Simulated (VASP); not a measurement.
# RbCl (Fm-3m) in VASP: notebook

RbCl is run at these levels: PBEsol; tasks: single point.

Program: VASP 6.6.1. These are calculated values, not measurements. Logs are shortened: lines on timing, memory, paths and dates and some standing lists are left out, and cuts for length are marked.

### 1 The cell of the first run

The structure is cubic, space group Fm-3m (No. 225). Conventional cell: a = 6.966 Å, b = 6.966 Å, c = 6.966 Å, α = 90.00°, β = 90.00°, γ = 90.00°. Rb (site symmetry m-3m) has 6 Cl at 3.48 Å within 4.6 Å. Within 4.6 Å of Cl (site symmetry m-3m) lie 6 Rb at 3.48 Å.

### 2 Single point, PBEsol (Br replaced by Cl, lengths x 0.968, strained)

INCAR

```
SYSTEM = RbCl
PREC = Accurate
ENCUT = 500
EDIFF = 1E-6
ISMEAR = 0
SIGMA = 0.02
LREAL = .FALSE.
LASPH = .TRUE.
NELM = 120
ALGO = Normal
ISIF = 2
LWAVE = .FALSE.
LCHARG = .TRUE.
GGA = PS
LELF = .TRUE.
LVHAR = .TRUE.
NBANDS = 15
GGA_COMPAT = .FALSE.
```

KPOINTS

```
regular mesh
0
G
  6 6 6
  0 0 0
```

POSCAR

```
RbCl
1.0
    0.0000000000      3.4828984809      3.4828984809
    3.4828984809      0.0000000000      3.4828984809
    3.4828984809      3.4828984809      0.0000000000
Rb Cl
1 1
Direct
    0.0000000000      0.0000000000      0.0000000000
    0.5000000000      0.5000000000      0.5000000000
```

Potentials or basis: VASP PAW PBE potentials, release 64 (Rb_sv, Cl).

On the command line:

```bash
$ cat potpaw_PBE.64/Rb_sv/POTCAR potpaw_PBE.64/Cl/POTCAR > POTCAR
$ mpirun -np 1 vasp_std > vasp.out
```

OUTCAR:

```text
SYSTEM = RbCl
   PREC = Accurate
   ENCUT = 500
   EDIFF = 1E-6
   ISMEAR = 0
   LREAL = .FALSE.
   LASPH = .TRUE.
   NELM = 120
   ISIF = 2
   GGA = PS

 ion  position               nearest neighbor table
   1  0.000  0.000  0.000-   2 3.48   2 3.48   2 3.48   2 3.48   2 3.48   2 3.48
   2  0.500  0.500  0.500-   1 3.48   1 3.48   1 3.48   1 3.48   1 3.48   1 3.48

  LATTYP: Found a face centered cubic cell.
 ALAT       =     6.9657969618

  Lattice vectors:

 A1 = (   0.0000000000,   3.4828984809,   3.4828984809)
 A2 = (   3.4828984809,   0.0000000000,   3.4828984809)
 A3 = (   3.4828984809,   3.4828984809,   0.0000000000)

Analysis of symmetry for initial positions (statically):
=====================================================================
 Subroutine PRICEL returns:
 Original cell was already a primitive cell.

 Routine SETGRP: Setting up the symmetry group for a
 face centered cubic supercell.

 Subroutine GETGRP returns: Found 48 space group operations
 (whereof 48 operations were pure point group operations)
 out of a pool of 48 trial point group operations.

The static configuration has the point symmetry O_h .

Analysis of symmetry for dynamics (positions and initial velocities):
=====================================================================
 Subroutine PRICEL returns:
 Original cell was already a primitive cell.

 Routine SETGRP: Setting up the symmetry group for a
 face centered cubic supercell.

 Subroutine GETGRP returns: Found 48 space group operations
 (whereof 48 operations were pure point group operations)
 out of a pool of 48 trial point group operations.

The dynamic configuration has the point symmetry O_h .

 Subroutine INISYM returns: Found 48 space group operations
 (whereof 48 operations are pure point group operations),
 and found     1 'primitive' translations

----------------------------------------------------------------------------------------

                                     Primitive cell

  volume of cell :      84.4992

  direct lattice vectors                    reciprocal lattice vectors
     0.000000000  3.482898481  3.482898481    -0.143558591  0.143558591  0.143558591
     3.482898481  0.000000000  3.482898481     0.143558591 -0.143558591  0.143558591
     3.482898481  3.482898481  0.000000000     0.143558591  0.143558591 -0.143558591

  length of vectors
     4.925562268  4.925562268  4.925562268     0.248650774  0.248650774  0.248650774

  position of ions in fractional coordinates (direct lattice)
     0.000000000  0.000000000  0.000000000
     0.500000000  0.500000000  0.500000000

  ion indices of the primitive-cell ions
   primitive index   ion index
                 1           1
                 2           2

----------------------------------------------------------------------------------------

 KPOINTS: regular mesh

Automatic generation of k-mesh.
 Grid dimensions read from file:
 generate k-points for:    6    6    6

 Generating k-lattice:

  Cartesian coordinates                     Fractional coordinates (reciprocal lattice)
    -0.023926432  0.023926432  0.023926432     0.166666667  0.000000000  0.000000000
     0.023926432 -0.023926432  0.023926432     0.000000000  0.166666667  0.000000000
     0.023926432  0.023926432 -0.023926432     0.000000000  0.000000000  0.166666667

  Length of vectors
     0.041441796  0.041441796  0.041441796

  Shift w.r.t. Gamma in fractional coordinates (k-lattice)
     0.000000000  0.000000000  0.000000000

 Subroutine IBZKPT returns following result:
 ===========================================

 Found     16 irreducible k-points:

 Following reciprocal coordinates:
            Coordinates               Weight
  0.000000  0.000000  0.000000      1.000000
  0.166667  0.000000  0.000000      8.000000
  0.333333  0.000000  0.000000      8.000000
  0.500000  0.000000  0.000000      4.000000
  0.166667  0.166667  0.000000      6.000000
  0.333333  0.166667  0.000000     24.000000
[... 8 lines left out ...]
 -0.333333  0.333333  0.166667     24.000000
 -0.333333  0.500000  0.166667     12.000000
   k-points           NKPTS =     16   k-points in BZ     NKDIM =     16   number of bands    NBANDS=     15
   number of dos      NEDOS =    301   number of ions     NIONS =      2
   total plane-waves  NPLWV =  46656
   dimension x,y,z NGX =    36 NGY =   36 NGZ =   36
   dimension x,y,z NGXF=    72 NGYF=   72 NGZF=   72
   ions per type =               1   1
   NGX,Y,Z   is equivalent  to a cutoff of  12.15, 12.15, 12.15 a.u.
   NGXF,Y,Z  is equivalent  to a cutoff of  24.30, 24.30, 24.30 a.u.
 SYSTEM =  RbCl
   PREC   = accura    normal or accurate (medium, high low for compatibility)
   ISTART =      0    job   : 0-new  1-cont  2-samecut
   ICHARG =      2    charge: 1-file 2-atom 10-const
   ISPIN  =      1    spin polarized calculation?
   LNONCOLLINEAR =      F non collinear calculations
   LSORBIT =      F    spin-orbit coupling
   LASPH  =      T    aspherical Exc in radial PAW
   ENCUT  =  500.0 eV  36.75 Ry    6.06 a.u.   8.98  8.98  8.98*2*pi/ulx,y,z
   NELM   =    120;   NELMIN=  2; NELMDL= -5     # of ELM steps
   EDIFF  = 0.1E-05   stopping-criterion for ELM
   LREAL  =      F    real-space projection
   EDIFFG = 0.1E-04   stopping-criterion for IOM
   NSW    =      0    number of steps for IOM
   IBRION =     -1    ionic relax: 0-MD 1-quasi-New 2-CG
   NFREE  =      0    steps in history (QN), initial steepest desc. (CG)
   ISIF   =      2    stress and relaxation
   ISYM   =      2    0-nonsym 1-usesym 2-fastsym
   POTIM  = 0.5000    time-step for ionic-motion
   TEBEG  =    0.0;   TEEND  =   0.0 temperature during run
   PSTRESS=    0.0 pullay stress
   NELECT =      16.0000    total number of electrons
   NUPDOWN=      -1.0000    fix difference up-down
   EMIN   =  10.00;   EMAX   =-10.00  energy-range for DOS
   EFERMI =   0.00;   METHOD = LEGACY
   ISMEAR =     0;   SIGMA  =   0.02  broadening in eV -4-tet -1-fermi 0-gaus
   EFERMI_NEDOS =   21; number of points for ismear=-14 and -15
   IALGO  =     38    algorithm
   IMIX   =      4    mixing-type and parameters
     AMIX     =   0.40;   BMIX     =  1.00
     AMIX_MAG =   1.60;   BMIX_MAG =  1.00
  volume/ion in A,a.u.               =      42.25       285.11
  Fermi-wavevector in a.u.,A,eV,Ry     =   0.940078  1.776490 12.024110  0.883747
  Thomas-Fermi vector in A             =   2.067454
   LORBIT       =      0    0 simple, 1 ext, 2 COOP (PROOUT), +10 PAW based schemes
   GGA     = PS    functional components
   LHFCALC =     F    Hartree Fock is set to
   AEXX    =    0.0000 exact exchange contribution
   IVDW    =     0    specifies the selected vdW correction
   LEPSILON=     F    determine dielectric tensor
   LRPA    =     F    only Hartree local field effects (RPA)
 non-spin polarized calculation
 Gauss-broadening in eV      SIGMA  =   0.02
  energy-cutoff  :      500.00
  volume of cell :       84.50
 maximum number of plane-waves:      2168
   NGX = 17   NGY = 17   NGZ = 17

 number of electron      16.0000001 magnetization

 Free energy of the ion-electron system (eV)
  ---------------------------------------------------
  ext. energy  EPLUGINS =         0.00000000
  ---------------------------------------------------
  free energy    TOTEN  =        -6.79270168 eV

  energy without entropy =       -6.79270168  energy(sigma->0) =       -6.79270168

 E-fermi :  -2.3703     XC(G=0):  -6.8191

 val. band max:       -2.4897390461   @ k =   0.0000   0.0000   0.0000
 cond. band min:       1.9086129438   @ k =   0.0000   0.0000   0.0000
 fundamental gap:      4.3983519899
 Fermi energy:        -2.3703125659

 k-point     1 :       0.0000    0.0000    0.0000
  band No.  band energies     occupation
      1     -26.8103      2.00000
      2     -14.3260      2.00000
      3     -10.8662      2.00000
      4     -10.8662      2.00000
      5     -10.8662      2.00000
      6      -2.4897      2.00000
      7      -2.4897      2.00000
      8      -2.4897      2.00000
      9       1.9086      0.00000
     10       5.2852      0.00000
     11       5.2852      0.00000
     12       5.2852      0.00000
     13       6.1455      0.00000
     14       6.1455      0.00000
     15       8.9196      0.00000

 k-point     2 :       0.1667    0.0000    0.0000
  band No.  band energies     occupation
      1     -26.8087      2.00000
      2     -14.3324      2.00000
      3     -10.8686      2.00000
      4     -10.8686      2.00000
      5     -10.8659      2.00000
      6      -2.6836      2.00000
      7      -2.5480      2.00000
      8      -2.5480      2.00000
      9       2.4343      0.00000
     10       5.0846      0.00000
     11       5.5754      0.00000
     12       5.5754      0.00000
     13       6.4520      0.00000
     14       6.4520      0.00000
     15       9.8372      0.00000

 k-point     3 :       0.3333    0.0000    0.0000
  band No.  band energies     occupation
      1     -26.8055      2.00000
      2     -14.3451      2.00000
      3     -10.8732      2.00000
      4     -10.8732      2.00000
      5     -10.8654      2.00000
      6      -3.0070      2.00000
      7      -2.6598      2.00000
      8      -2.6598      2.00000
      9       3.6338      0.00000
     10       4.9278      0.00000
     11       6.3593      0.00000
     12       6.3593      0.00000
     13       7.2425      0.00000
     14       7.2425      0.00000
     15       9.1656      0.00000

 k-point     4 :       0.5000    0.0000    0.0000
  band No.  band energies     occupation
      1     -26.8038      2.00000
      2     -14.3514      2.00000
      3     -10.8755      2.00000
      4     -10.8755      2.00000
      5     -10.8652      2.00000
      6      -3.1470      2.00000
      7      -2.7135      2.00000
      8      -2.7135      2.00000
      9       4.5757      0.00000
     10       4.7755      0.00000
     11       6.9945      0.00000
     12       6.9945      0.00000
     13       8.1531      0.00000
     14       8.1531      0.00000
     15       8.2568      0.00000
[... 163 lines left out ...]
 k-point    14 :       0.5000    0.3333    0.1667
  band No.  band energies     occupation
      1     -26.8034      2.00000
      2     -14.3239      2.00000
      3     -10.9250      2.00000
      4     -10.9151      2.00000
      5     -10.8741      2.00000
      6      -2.9388      2.00000
      7      -2.6912      2.00000
      8      -2.6372      2.00000
      9       4.2367      0.00000
     10       4.4578      0.00000
     11       6.5055      0.00000
     12       7.1260      0.00000
     13       7.1554      0.00000
     14       7.4872      0.00000
     15       8.2523      0.00000

 k-point    15 :      -0.3333    0.3333    0.1667
  band No.  band energies     occupation
      1     -26.8024      2.00000
      2     -14.3194      2.00000
      3     -10.9397      2.00000
      4     -10.9377      2.00000
      5     -10.8676      2.00000
      6      -2.9103      2.00000
      7      -2.7184      2.00000
      8      -2.7013      2.00000
      9       4.7590      0.00000
     10       4.8112      0.00000
     11       6.2271      0.00000
     12       6.2459      0.00000
     13       7.7233      0.00000
     14       8.2008      0.00000
     15       8.6055      0.00000

 k-point    16 :      -0.3333    0.5000    0.1667
  band No.  band energies     occupation
      1     -26.8019      2.00000
      2     -14.3043      2.00000
      3     -10.9812      2.00000
      4     -10.9403      2.00000
      5     -10.8797      2.00000
      6      -2.7680      2.00000
      7      -2.7561      2.00000
      8      -2.6629      2.00000
      9       4.2358      0.00000
     10       5.4138      0.00000
     11       5.4636      0.00000
     12       6.5001      0.00000
     13       7.6527      0.00000
     14       8.4600      0.00000
     15       8.7204      0.00000

------------------------ aborting loop because EDIFF is reached ----------------------------------------

  FORCE on cell =-STRESS in cart. coord.  units (eV):
  Direction    XX          YY          ZZ          XY          YZ          ZX
  --------------------------------------------------------------------------------------
  -------------------------------------------------------------------------------------
  Total       -1.0123420     -1.0123420     -1.0123420     -0.0000000      0.0000000     -0.0000000
  in kB      -19.1948805    -19.1948805    -19.1948805     -0.0000000      0.0000000     -0.0000000
  external PRESSURE =     -19.1948805 kB  Pullay stress =       0.0000000 kB

 VOLUME and BASIS-vectors are now :
 -----------------------------------------------------------------------------
  energy-cutoff  :      500.00
  volume of cell :       84.50
      direct lattice vectors                 reciprocal lattice vectors
     0.000000000  3.482898481  3.482898481    -0.143558591  0.143558591  0.143558591
     3.482898481  0.000000000  3.482898481     0.143558591 -0.143558591  0.143558591
     3.482898481  3.482898481  0.000000000     0.143558591  0.143558591 -0.143558591

 POSITION                                       TOTAL-FORCE (eV/Angst)
 -----------------------------------------------------------------------------------
      0.00000      0.00000      0.00000         0.000000     -0.000000     -0.000000
      3.48290      3.48290      3.48290        -0.000000      0.000000      0.000000
 -----------------------------------------------------------------------------------
    total drift:                                0.000000      0.000000      0.000000

  FREE ENERGIE OF THE ION-ELECTRON SYSTEM (eV)
  ---------------------------------------------------
  free  energy   TOTEN  =        -6.7927016828 eV

  energy  without entropy=       -6.7927016828  energy(sigma->0) =       -6.79270168
```

It took 15 s on 1 thread of Intel Xeon Platinum 8259CL at 2.50GHz (Skylake/Cascade Lake), shared host; peak memory 0.21 GiB.

Results:

```
Free energy            : -6.7927 eV
Pressure               : -1.9 GPa
Band gap on the k mesh : 4.40 eV, direct
```

Levels at points of the mesh, in eV from the valence-band top:
```csv
k point,band 4,band 5,band 6,band 7,band 8,band 9,band 10,band 11,band 12,band 13
"(0.00, 0.00, 0.00)",-8.38,-8.38,0.00,0.00,0.00,4.40,7.77,7.77,7.77,8.64
"(0.50, 0.00, 0.00)",-8.39,-8.38,-0.66,-0.22,-0.22,7.07,7.27,9.48,9.48,10.64
"(0.50, 0.50, 0.00)",-8.43,-8.43,-0.32,-0.11,-0.11,6.18,7.24,8.69,9.55,9.59
```

Caveat: the cell differs from its parent crystal (Br replaced by Cl, lengths x 0.968, strained); the PAW data sets were made with another functional, which shifts forces and pressure a little.

### 3 Single point, PBEsol (Br replaced by Cl, lengths x 0.968, strained)

INCAR

```
SYSTEM = RbCl
PREC = Accurate
ENCUT = 500
EDIFF = 1E-6
ISMEAR = 0
SIGMA = 0.1
LREAL = .False.
LASPH = .True.
NELM = 120
ALGO = Normal
ISIF = 2
LWAVE = .False.
LCHARG = .True.
GGA = PS
LELF = .True.
LVHAR = .True.
NBANDS = 15
GGA_COMPAT = .False.
```

KPOINTS

```
Automatic mesh
0
Gamma
  4 4 4
  0 0 0
```

POSCAR is that of step 2.

Potentials or basis: VASP PAW PBE potentials, release 64 (Rb_sv, Cl).

On the command line:

```bash
$ cat potpaw_PBE.64/Rb_sv/POTCAR potpaw_PBE.64/Cl/POTCAR > POTCAR
$ mpirun -np 1 vasp_std > vasp.out
```

It took 18 s on 1 thread of Intel Xeon 8259CL, shared host; peak memory 0.2 GiB.

The run converged. Its results:

```
Free energy            : -6.7927 eV
Pressure               : -1.9 GPa
Band gap on the k mesh : 4.40 eV, direct
```

Levels at points of the mesh, in eV from the valence-band top:
```
           k point  band 4  band 5  band 6  band 7  band 8  band 9  band 10  band 11  band 12  band 13
(0.00, 0.00, 0.00)   -8.38   -8.38    0.00    0.00    0.00    4.40     7.77     7.77     7.77     8.63
(0.50, 0.00, 0.00)   -8.39   -8.38   -0.66   -0.22   -0.22    7.07     7.27     9.48     9.48    10.64
(0.50, 0.50, 0.00)   -8.43   -8.43   -0.32   -0.11   -0.11    6.18     7.24     8.69     9.55     9.59
```

Caveat: the cell differs from its parent crystal (Br replaced by Cl, lengths x 0.968, strained); the PAW data sets were made with another functional, which shifts forces and pressure a little.

### 4 Single point, PBEsol

INCAR

```
PREC = Accurate ; ENCUT = 500
EDIFF = 1E-6 ; ISMEAR = -1
SIGMA = 0.02 ; LREAL = False
LASPH = True ; NELM = 120
ALGO = Normal ; ISIF = 2
LWAVE = False ; LCHARG = False
GGA = PS ; NBANDS = 15
GGA_COMPAT = False
```

KPOINTS

```
regular mesh
0
Gamma
  6 6 6
```

POSCAR is that of step 3.

Potentials or basis: VASP PAW PBE potentials, release 64 (Rb_sv, Cl).

On the command line:

```bash
$ cat potpaw_PBE.64/Rb_sv/POTCAR potpaw_PBE.64/Cl/POTCAR > POTCAR
$ mpirun -np 1 vasp_std > vasp.out
```

OUTCAR:

```text
PREC = Accurate
   ENCUT = 500
   EDIFF = 1E-6
   ISMEAR = -1
   LREAL = False
   LASPH = True
   NELM = 120
   ISIF = 2
   GGA = PS

 ion  position               nearest neighbor table
   1  0.000  0.000  0.000-   2 3.48   2 3.48   2 3.48   2 3.48   2 3.48   2 3.48
   2  0.500  0.500  0.500-   1 3.48   1 3.48   1 3.48   1 3.48   1 3.48   1 3.48

  LATTYP: Found a face centered cubic cell.
 ALAT       =     6.9657969618

  Lattice vectors:

[... 462 lines left out ...]

------------------------ aborting loop because EDIFF is reached ----------------------------------------

  FORCE on cell =-STRESS in cart. coord.  units (eV):
  Direction    XX          YY          ZZ          XY          YZ          ZX
  --------------------------------------------------------------------------------------
  -------------------------------------------------------------------------------------
  Total       -1.0123420     -1.0123420     -1.0123420     -0.0000000      0.0000000     -0.0000000
  in kB      -19.1948806    -19.1948806    -19.1948806     -0.0000000      0.0000000     -0.0000000
  external PRESSURE =     -19.1948806 kB  Pullay stress =       0.0000000 kB

 VOLUME and BASIS-vectors are now :
 -----------------------------------------------------------------------------
  energy-cutoff  :      500.00
  volume of cell :       84.50
      direct lattice vectors                 reciprocal lattice vectors
     0.000000000  3.482898481  3.482898481    -0.143558591  0.143558591  0.143558591
     3.482898481  0.000000000  3.482898481     0.143558591 -0.143558591  0.143558591
     3.482898481  3.482898481  0.000000000     0.143558591  0.143558591 -0.143558591

 POSITION                                       TOTAL-FORCE (eV/Angst)
 -----------------------------------------------------------------------------------
      0.00000      0.00000      0.00000         0.000000     -0.000000     -0.000000
      3.48290      3.48290      3.48290        -0.000000      0.000000      0.000000
 -----------------------------------------------------------------------------------
    total drift:                                0.000000      0.000000      0.000000

  FREE ENERGIE OF THE ION-ELECTRON SYSTEM (eV)
  ---------------------------------------------------
  free  energy   TOTEN  =        -6.7927016827 eV

  energy  without entropy=       -6.7927016827  energy(sigma->0) =       -6.79270168
```

Wall time 31 s (1 thread of Intel Xeon 8259CL, shared host); peak memory 0.21 GiB.

What came out:

- Free energy: -6.7927 eV
- Pressure: -1.9 GPa
- Band gap on the k mesh: 4.40 eV, direct

Levels at points of the mesh, in eV from the valence-band top:
| k point | band 4 | band 5 | band 6 | band 7 | band 8 | band 9 | band 10 | band 11 | band 12 | band 13 |
| --- | --- | --- | --- | --- | --- | --- | --- | --- | --- | --- |
| (0.00, 0.00, 0.00) | -8.38 | -8.38 | 0.00 | 0.00 | 0.00 | 4.40 | 7.77 | 7.77 | 7.77 | 8.64 |
| (0.50, 0.00, 0.00) | -8.39 | -8.38 | -0.66 | -0.22 | -0.22 | 7.07 | 7.27 | 9.48 | 9.48 | 10.64 |
| (0.50, 0.50, 0.00) | -8.43 | -8.43 | -0.32 | -0.11 | -0.11 | 6.18 | 7.24 | 8.69 | 9.55 | 9.59 |

Caveat: the PAW data sets were made with another functional, which shifts forces and pressure a little. As with any semilocal functional, this PBEsol gap is likely too small.

### 5 Overview

```csv
k mesh,smearing,gap on the mesh (eV),pressure (GPa)
6 × 6 × 6,gaussian 0.02 eV,4.40,-1.9
4 × 4 × 4,gaussian 0.1 eV,4.40,-1.9
6 × 6 × 6,fermi-dirac 0.02 eV,4.40,-1.9
```

Alike in all rows: task single point; level PBEsol; potentials or basis VASP PAW PBE potentials, release 64 (Rb_sv, Cl); no spin polarisation; cell as given; cutoff (eV) 500.

Caveats: the PAW data sets were made with another functional, which shifts forces and pressure a little.

Total energies depend on the potentials used, so only differences within one code and one set of settings carry meaning.
